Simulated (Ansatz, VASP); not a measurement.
SiW in VASP and in Ansatz

```
CELL_PARAMETERS angstrom
2.92940 0.00000 0.00000
0.00000 2.92940 0.00000
0.00000 0.00000 2.92940
ATOMIC_POSITIONS crystal
W 0.00000 0.00000 0.00000
Si 0.50000 0.50000 0.50000
```

Alike in both runs: task relaxation of cell and atoms; functional PBE; k mesh 11 × 11 × 11; occupations fermi-dirac, width 0.03 eV; no spin polarisation.

|  | VASP | Ansatz |
| --- | --- | --- |
| version | VASP 6.6.1 | Ansatz 0.2.0 |
| potentials or method | VASP PAW PBE potentials, release 64 (W_sv, Si) | PAW with Ansatz's default frozen-core files, scalar-relativistic |
| plane-wave cutoff (eV) | 600 | 420 |
| valence electrons in the cell | 18 | 18 |

Ansatz gave:

| Quantity | Value |
| --- | --- |
| relaxed volume (Å³/atom) | 14.29 |
| relaxed cell length with the largest relative difference (Å) | 3.057 |

Which values does VASP return?

Relaxed volume (Å³/atom): 14.30; relaxed cell length with the largest relative difference (Å): 3.058.

Neither program's run includes spin-orbit coupling.
